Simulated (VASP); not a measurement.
# LiP16 (a cell with a defect) in VASP: notebook

The runs below take LiP16 (a cell with a defect) through single point, with LDA.

Everything below comes from runs of VASP 6.6.1. Logs are shortened: lines on timing, memory, paths and dates and some standing lists are left out, and cuts for length are marked.

### Step 1. The cell of the first run

The cell holds a defect, 17 atoms: a = 6.982 Å, b = 6.982 Å, c = 6.624 Å, α = 76.28°, β = 76.28°, γ = 96.38°.

### Step 2. Single point, LDA, collinear spin

INCAR reads:

```
ALGO = Normal
EDIFF = 1E-6
ENCUT = 520
ISIF = 2
ISMEAR = -1
ISPIN = 2
LASPH = T
LCHARG = F
LORBIT = 11
LREAL = Auto
LWAVE = F
MAGMOM = 0 0 0 0 0 0 0 0 0 0 0 0 0 0 0 0 1
NBANDS = 60
NELM = 150
PREC = Accurate
SIGMA = 0.05
```

KPOINTS reads:

```
k-points
0
Gamma
  2 2 2
```

POSCAR reads:

```
LiP16
1.0
    1.6560500000      5.2040000000      4.3500000000
    1.6560500000     -5.2040000000      4.3500000000
    6.6242000000      0.0000000000      0.0000000000
P Li
16 1
Direct
    0.6643904493      0.4335345339      0.2173170046
    0.1842983026      0.4122188939      0.0881973220
    0.8603722259      0.0654433700      0.0056917312
    0.2946988413      0.1166151805      0.1412535887
    0.6550687976      0.4343301070      0.7234705826
    0.1971168228      0.3863593061      0.6013191417
    0.8213493413      0.0825326006      0.5287203279
    0.3138341686      0.0985929491      0.6399204899
    0.1099267681      0.9722087168      0.4758784071
    0.7135126975      0.8928174708      0.3413899606
    0.3694524525      0.5444073327      0.2654723014
    0.8318076675      0.6007259832      0.3890314628
    0.1406159185      0.9308769709      0.9754629789
    0.6714210235      0.8873452211      0.8606477997
    0.3726019137      0.5636846830      0.7568942343
    0.8218052933      0.6150295390      0.8822972421
    0.3728718160      0.8089942414      0.4288569246
```

Potentials or basis: VASP PAW LDA potentials, release 64 (P, Li_sv).

The run is started by

```console
$ cat potpaw_LDA.64/P/POTCAR potpaw_LDA.64/Li_sv/POTCAR > POTCAR
$ mpirun -np 1 vasp_std > vasp.out
```

OUTCAR:

```text
EDIFF = 1E-6
   ENCUT = 520
   ISIF = 2
   ISMEAR = -1
   ISPIN = 2
   LASPH = T
   LORBIT = 11
   LREAL = Auto
   NELM = 150
   PREC = Accurate

 ion  position               nearest neighbor table
   1  0.664  0.434  0.217-  16 2.22  12 2.23  11 2.26
   2  0.184  0.412  0.088-  11 2.21  15 2.21   4 2.26
   3  0.860  0.065  0.006-  10 2.20  14 2.24  13 2.25
   4  0.295  0.117  0.141-   9 2.21  13 2.23   2 2.26  17 2.71
   5  0.655  0.434  0.723-  16 2.22  12 2.22  15 2.24
   6  0.197  0.386  0.601-  11 2.21  15 2.23   8 2.23
   7  0.821  0.083  0.529-  10 2.21   9 2.22  14 2.23
   8  0.314  0.099  0.640-   9 2.21  13 2.22   6 2.23  17 2.73
   9  0.110  0.972  0.476-   4 2.21   8 2.21   7 2.22  17 2.26
  10  0.714  0.893  0.341-   3 2.20   7 2.21  12 2.27  17 2.28
  11  0.369  0.544  0.265-   2 2.21   6 2.21   1 2.26  17 2.35
  12  0.832  0.601  0.389-   5 2.22   1 2.23  10 2.27
  13  0.141  0.931  0.975-   8 2.22   4 2.23   3 2.25
  14  0.671  0.887  0.861-   7 2.23   3 2.24  16 2.26
  15  0.373  0.564  0.757-   2 2.21   6 2.23   5 2.24  17 2.43
  16  0.822  0.615  0.882-   1 2.22   5 2.22  14 2.26
  17  0.373  0.809  0.429-   9 2.26  10 2.28  11 2.35  15 2.43   4 2.71   8 2.73

  LATTYP: Found a base centered monoclinic cell.
 ALAT       =     9.3091356425
 B/A-ratio  =     1.1180415024
 C/A-ratio  =     0.7115805650
 COS(beta)  =    -0.3557902825

  Lattice vectors:

 A1 = (  -1.6560500000,  -5.2040000000,  -4.3500000000)
 A2 = (  -1.6560500000,   5.2040000000,  -4.3500000000)
 A3 = (   6.6242000000,   0.0000000000,   0.0000000000)

Analysis of symmetry for initial positions (statically):
=====================================================================
 Subroutine PRICEL returns:
 Original cell was already a primitive cell.

 Routine SETGRP: Setting up the symmetry group for a
 base centered monoclinic supercell.

 Subroutine GETGRP returns: Found  1 space group operations
 (whereof  1 operations were pure point group operations)
 out of a pool of  4 trial point group operations.

The static configuration has the point symmetry C_1 .

Analysis of symmetry for dynamics (positions and initial velocities):
=====================================================================
 Subroutine PRICEL returns:
 Original cell was already a primitive cell.

 Routine SETGRP: Setting up the symmetry group for a
 base centered monoclinic supercell.

 Subroutine GETGRP returns: Found  1 space group operations
 (whereof  1 operations were pure point group operations)
 out of a pool of  4 trial point group operations.

The dynamic configuration has the point symmetry C_1 .

Analysis of structural, dynamic, and magnetic symmetry:
=====================================================================
 Subroutine PRICEL returns:
 Original cell was already a primitive cell.

 Routine SETGRP: Setting up the symmetry group for a
 base centered monoclinic supercell.

 Subroutine GETGRP returns: Found  1 space group operations
 (whereof  1 operations were pure point group operations)
 out of a pool of  4 trial point group operations.

The overall configuration has the point symmetry C_1 .

 Subroutine INISYM returns: Found  1 space group operations
 (whereof  1 operations are pure point group operations),
 and found     1 'primitive' translations

----------------------------------------------------------------------------------------

                                     Primitive cell

  volume of cell :     299.9093

  direct lattice vectors                    reciprocal lattice vectors
     1.656050000  5.204000000  4.350000000     0.000000000  0.096079939  0.114942529
     1.656050000 -5.204000000  4.350000000     0.000000000 -0.096079939  0.114942529
     6.624200000  0.000000000  0.000000000     0.150961626  0.000000000 -0.057471264

  length of vectors
     6.981877799  6.981877799  6.624200000     0.149810345  0.149810345  0.161531293

  position of ions in fractional coordinates (direct lattice)
     0.664390449  0.433534534  0.217317005
     0.184298303  0.412218894  0.088197322
[... 73 lines left out ...]
   number of dos      NEDOS =    301   number of ions     NIONS =     17
   total plane-waves  NPLWV = 145800
   dimension x,y,z NGX =    54 NGY =   54 NGZ =   50
   dimension x,y,z NGXF=   108 NGYF=  108 NGZF=  100
   ions per type =              16   1
   NGX,Y,Z   is equivalent  to a cutoff of  12.86, 12.86, 12.55 a.u.
   NGXF,Y,Z  is equivalent  to a cutoff of  25.72, 25.72, 25.10 a.u.
 SYSTEM =  unknown system
   PREC   = accura    normal or accurate (medium, high low for compatibility)
   ISTART =      0    job   : 0-new  1-cont  2-samecut
   ICHARG =      2    charge: 1-file 2-atom 10-const
   ISPIN  =      2    spin polarized calculation?
   LNONCOLLINEAR =      F non collinear calculations
   LSORBIT =      F    spin-orbit coupling
   LASPH  =      T    aspherical Exc in radial PAW
   ENCUT  =  520.0 eV  38.22 Ry    6.18 a.u.  12.98 12.98 12.32*2*pi/ulx,y,z
   NELM   =    150;   NELMIN=  2; NELMDL= -5     # of ELM steps
   EDIFF  = 0.1E-05   stopping-criterion for ELM
   LREAL  =      T    real-space projection
   EDIFFG = 0.1E-04   stopping-criterion for IOM
   NSW    =      0    number of steps for IOM
   IBRION =     -1    ionic relax: 0-MD 1-quasi-New 2-CG
   NFREE  =      0    steps in history (QN), initial steepest desc. (CG)
   ISIF   =      2    stress and relaxation
   ISYM   =      2    0-nonsym 1-usesym 2-fastsym
   POTIM  = 0.5000    time-step for ionic-motion
   TEBEG  =    0.0;   TEEND  =   0.0 temperature during run
   PSTRESS=    0.0 pullay stress
   NELECT =      83.0000    total number of electrons
   NUPDOWN=      -1.0000    fix difference up-down
   EMIN   =  10.00;   EMAX   =-10.00  energy-range for DOS
   EFERMI =   0.00;   METHOD = LEGACY
   ISMEAR =    -1;   SIGMA  =   0.05  broadening in eV -4-tet -1-fermi 0-gaus
   EFERMI_NEDOS =   21; number of points for ismear=-14 and -15
   IALGO  =     38    algorithm
   IMIX   =      4    mixing-type and parameters
     AMIX     =   0.40;   BMIX     =  1.00
     AMIX_MAG =   1.60;   BMIX_MAG =  1.00
  volume/ion in A,a.u.               =      17.64       119.05
  Fermi-wavevector in a.u.,A,eV,Ry     =   1.066852  2.016058 15.485788  1.138173
  Thomas-Fermi vector in A             =   2.202450
   LORBIT       =     11    0 simple, 1 ext, 2 COOP (PROOUT), +10 PAW based schemes
   GGA     = CA    functional components
   LHFCALC =     F    Hartree Fock is set to
   AEXX    =    0.0000 exact exchange contribution
   IVDW    =     0    specifies the selected vdW correction
   LEPSILON=     F    determine dielectric tensor
   LRPA    =     F    only Hartree local field effects (RPA)
 spin polarized calculation
  energy-cutoff  :      520.00
  volume of cell :      299.91
 maximum number of plane-waves:      8114
 NGX is ok and might be reduce to    54
   NGX = 25   NGY = 25   NGZ = 25

 number of electron      82.9999996 magnetization      -0.0034521

 number of electron      82.9999996 magnetization       0.0003157

 Free energy of the ion-electron system (eV)
  ---------------------------------------------------
  ext. energy  EPLUGINS =         0.00000000
  ---------------------------------------------------
  free energy    TOTEN  =       -98.33215380 eV

  energy without entropy =      -98.27798320  energy(sigma->0) =      -98.30506850

 E-fermi :   7.3433     XC(G=0): -10.2473

 val. band max:        7.3209697787   @ k =   0.5000   0.0000   0.5000
 cond. band min:       7.3541745904   @ k =   0.5000   0.5000   0.0000
 fundamental gap:      0.0332048118
 Fermi energy:         7.3432888798

 spin component 1

 k-point     1 :       0.0000    0.0000    0.0000
  band No.  band energies     occupation
      1     -38.1229      1.00000
      2      -8.9586      1.00000
      3      -7.5128      1.00000
      4      -7.4283      1.00000
      5      -5.9182      1.00000
      6      -5.8880      1.00000
[... 437 lines left out ...]
     52      10.0146      0.00000
     53      10.1965      0.00000
 Fermi energy:         7.3432888798

 spin component 2

 k-point     1 :       0.0000    0.0000    0.0000
  band No.  band energies     occupation
      1     -38.1231      1.00000
      2      -8.9586      1.00000
      3      -7.5128      1.00000
      4      -7.4283      1.00000
      5      -5.9182      1.00000
      6      -5.8880      1.00000
[... 437 lines left out ...]
     52      10.0146      0.00000
     53      10.1965      0.00000
 [bands above 53 left out]

------------------------ aborting loop because EDIFF is reached ----------------------------------------

  FORCE on cell =-STRESS in cart. coord.  units (eV):
  Direction    XX          YY          ZZ          XY          YZ          ZX
  --------------------------------------------------------------------------------------
  -------------------------------------------------------------------------------------
  Total       -1.6537694      4.0817991     -2.4969818     -0.1162711      0.2690270      0.2020212
  in kB       -8.8347761     21.8058103    -13.3393902     -0.6211443      1.4371975      1.0792388
  external PRESSURE =      -0.1227853 kB  Pullay stress =       0.0000000 kB

 VOLUME and BASIS-vectors are now :
 -----------------------------------------------------------------------------
  energy-cutoff  :      520.00
  volume of cell :      299.91
      direct lattice vectors                 reciprocal lattice vectors
     1.656050000  5.204000000  4.350000000     0.000000000  0.096079939  0.114942529
     1.656050000 -5.204000000  4.350000000     0.000000000 -0.096079939  0.114942529
     6.624200000  0.000000000  0.000000000     0.150961626  0.000000000 -0.057471264

 POSITION                                       TOTAL-FORCE (eV/Angst)
 -----------------------------------------------------------------------------------
      3.25777      1.20137      4.77597        -0.004422     -0.018434      0.035180
      1.57210     -1.18610      2.59485         0.001577      0.027273      0.035148
      1.57090      4.13681      4.02730         0.006313      0.028877     -0.017686
      1.61685      0.92675      1.78922        -0.011132     -0.021316     -0.025858
      6.59651      1.14872      4.73889         0.003673     -0.029824      0.028326
      4.94952     -0.98482      2.53812        -0.006684      0.020416      0.024465
[... 9 lines left out ...]
      8.22398      1.07606      6.25023         0.005266     -0.020287     -0.031728
      4.79806     -2.26958      5.14112         0.002539      0.026126     -0.002887
 -----------------------------------------------------------------------------------
    total drift:                               -0.007420      0.008196     -0.002606

  FREE ENERGIE OF THE ION-ELECTRON SYSTEM (eV)
  ---------------------------------------------------
  free  energy   TOTEN  =       -98.3321537994 eV

  energy  without entropy=      -98.2779831963  energy(sigma->0) =      -98.30506850

 total charge

# of ion       s       p       d       tot
------------------------------------------
    1        1.090   1.369   0.000   2.459
    2        1.094   1.362   0.000   2.456
    3        1.090   1.372   0.000   2.463
    4        1.083   1.386   0.000   2.469
    5        1.086   1.375   0.000   2.461
    6        1.091   1.376   0.000   2.467
[... 9 lines left out ...]
   16        1.086   1.375   0.000   2.461
   17        2.036   0.113   0.000   2.149
--------------------------------------------------
tot         19.365  22.347   0.000  41.711

 magnetization (x)

# of ion       s       p       d       tot
------------------------------------------
    1       -0.000  -0.000   0.000  -0.000
    2        0.000  -0.000   0.000  -0.000
    3       -0.000  -0.000   0.000  -0.000
    4        0.000   0.000   0.000   0.000
    5       -0.000  -0.000   0.000  -0.000
    6        0.000   0.000   0.000   0.000
[... 9 lines left out ...]
   16       -0.000  -0.000   0.000  -0.000
   17        0.000  -0.000   0.000   0.000
--------------------------------------------------
tot          0.000   0.000   0.000   0.000
```

Wall time 8.4 min (1 thread of Intel Xeon 8259CL, shared host); peak memory 0.41 GiB.

Results:

* Free energy: -98.3322 eV
* Largest force: 0.048 eV/Å
* Net moment: 0.00 μB per cell
* Valence electrons inside the program's atomic spheres: P 2.46, 2.47, 2.48, 2.51, 2.50, 2.49 (each value once); Li 2.15

Forces in eV/Å, atoms in the order of the input:
```
P   -0.004 -0.018  0.035
P    0.002  0.027  0.035
P    0.006  0.029 -0.018
P   -0.011 -0.021 -0.026
P    0.004 -0.030  0.028
P   -0.007  0.020  0.024
P   -0.008  0.032 -0.031
P    0.007 -0.033 -0.033
P    0.005 -0.031  0.015
P    0.001  0.017  0.025
P    0.001  0.012 -0.017
P   -0.006 -0.029 -0.034
P    0.001 -0.020  0.029
P   -0.008  0.023  0.032
P    0.010  0.017 -0.029
P    0.005 -0.020 -0.032
Li   0.003  0.026 -0.003
```

Caveat: the k points lie up to 0.51 Å⁻¹ apart; the cutoff is under 1.25 times the usual one of these potentials, so pressure, stress and relaxed cells hold a basis-set (Pulay) error.

### Step 3. Single point, LDA, collinear spin

INCAR reads:

```
SYSTEM = LiP16
  PREC = Accurate
  ENCUT = 520
  EDIFF = 1E-6
  ISMEAR = -1
  SIGMA = 0.05
  LREAL = Auto
  LASPH = .True.
  NELM = 150
  ALGO = Normal
  ISIF = 2
  LWAVE = .False.
  LCHARG = .False.
  ISPIN = 2
  MAGMOM = 0 0 0 0 0 0 0 0 0 0 0 0 0 0 0 0 1
  LORBIT = 11
  GGA = CA
  NBANDS = 60
```

KPOINTS reads:

```
regular mesh
0
Gamma
  2 2 2
  0 0 0
```

POSCAR reads:

```
LiP16
1.0
    1.6560500000      5.2040000000      4.3500000000
    1.6560500000     -5.2040000000      4.3500000000
    6.6242000000      0.0000000000      0.0000000000
P Li
16 1
Direct
    0.6476065633      0.4176374736      0.2226992578
    0.1658038406      0.4287478850      0.0829752551
    0.8637918622      0.0520743620      0.0097731999
    0.2781406354      0.1410521434      0.1351811466
    0.6328946115      0.4273175553      0.7293456736
    0.1835855315      0.3903226966      0.6050053338
    0.8379994220      0.0650184296      0.5226356033
    0.3193199205      0.1106029876      0.6349087068
    0.1339814905      0.9552006089      0.4696271547
    0.7052183234      0.8799942861      0.3455031879
    0.3563876181      0.5372892934      0.2692651178
    0.8152157675      0.5845247223      0.3946492542
    0.1522380337      0.9367228715      0.9708146929
    0.6872152015      0.8767907569      0.8535861508
    0.3610921360      0.5788161218      0.7508197089
    0.8149731402      0.5933767342      0.8878165672
    0.4425203423      0.8779814417      0.1790476987
```

Potentials or basis: VASP PAW LDA potentials, release 64 (P, Li_sv).

The run is started by

```console
$ cat potpaw_LDA.64/P/POTCAR potpaw_LDA.64/Li_sv/POTCAR > POTCAR
$ mpirun -np 1 vasp_std > vasp.out
```

It took 8.4 min on 1 thread of Intel Xeon 8259CL, shared host; peak memory 0.41 GiB.

The run converged. Its results:

| Item | Value |
| --- | --- |
| Free energy | -98.3315 eV |
| Largest force | 0.065 eV/Å |
| Net moment | 0.00 μB per cell |
| Valence electrons inside the program's atomic spheres | P 2.45, 2.46, 2.47, 2.51, 2.50, 2.49 (each value once); Li 2.15 |

Forces in eV/Å, atoms in the order of the input:
```
P    0.002 -0.015  0.050
P    0.005  0.049  0.039
P    0.005  0.013 -0.008
P   -0.010 -0.016 -0.044
P    0.000 -0.020  0.048
P   -0.014  0.035  0.014
P   -0.016  0.024 -0.021
P    0.013 -0.021 -0.047
P    0.001 -0.027  0.040
P    0.010  0.011  0.015
P    0.010  0.006 -0.029
P   -0.004 -0.024 -0.042
P   -0.012 -0.034  0.053
P   -0.006  0.022  0.009
P    0.011  0.031 -0.029
P   -0.003 -0.032 -0.042
Li   0.007 -0.002 -0.006
```

Levels at points of the mesh, in eV from the Fermi level:
Spin up:
```
           k point  band 38  band 39  band 40  band 41  band 42  band 43  band 44  band 45
(0.00, 0.00, 0.00)    -2.24    -2.17    -1.96    -1.87    -0.07     0.20     0.51     0.52
(0.50, 0.00, 0.00)    -2.48    -2.40    -1.70    -1.54     0.14     0.18     0.39     0.62
(0.00, 0.50, 0.00)    -2.48    -2.44    -1.74    -1.38     0.10     0.20     0.43     0.50
(0.50, 0.50, 0.00)    -2.04    -1.74    -1.65    -0.64    -0.32     0.02     0.27     0.62
(0.00, 0.00, 0.50)    -2.13    -2.00    -1.78    -1.74     0.37     0.45     0.58     0.73
(0.50, 0.00, 0.50)    -2.43    -2.32    -1.80    -1.74    -0.03     0.17     1.02     1.24
(0.00, 0.50, 0.50)    -2.41    -2.31    -1.80    -1.66    -0.02     0.15     0.97     1.31
(0.50, 0.50, 0.50)    -2.08    -2.00    -1.75    -1.57     0.09     0.16     0.26     0.49
```
Spin down:
```csv
k point,band 37,band 38,band 39,band 40,band 41,band 42,band 43,band 44,band 45,band 46
"(0.00, 0.00, 0.00)",-2.43,-2.24,-2.17,-1.96,-1.87,-0.07,0.20,0.51,0.52,0.82
"(0.50, 0.00, 0.00)",-2.55,-2.48,-2.40,-1.70,-1.54,0.14,0.18,0.39,0.62,0.66
"(0.00, 0.50, 0.00)",-2.62,-2.48,-2.44,-1.74,-1.38,0.10,0.20,0.43,0.50,0.65
"(0.50, 0.50, 0.00)",-2.14,-2.04,-1.74,-1.65,-0.64,-0.32,0.02,0.27,0.62,0.84
"(0.00, 0.00, 0.50)",-2.27,-2.13,-2.00,-1.78,-1.74,0.37,0.45,0.58,0.73,0.81
"(0.50, 0.00, 0.50)",-2.63,-2.43,-2.32,-1.80,-1.74,-0.03,0.17,1.02,1.24,1.29
"(0.00, 0.50, 0.50)",-2.73,-2.41,-2.31,-1.80,-1.66,-0.02,0.15,0.97,1.31,1.39
"(0.50, 0.50, 0.50)",-2.82,-2.08,-2.00,-1.75,-1.57,0.09,0.16,0.26,0.49,0.96
```

Caveat: the k points lie up to 0.51 Å⁻¹ apart; the cutoff is under 1.25 times the usual one of these potentials, so pressure, stress and relaxed cells hold a basis-set (Pulay) error.

(Continued in part 2 of 2.)
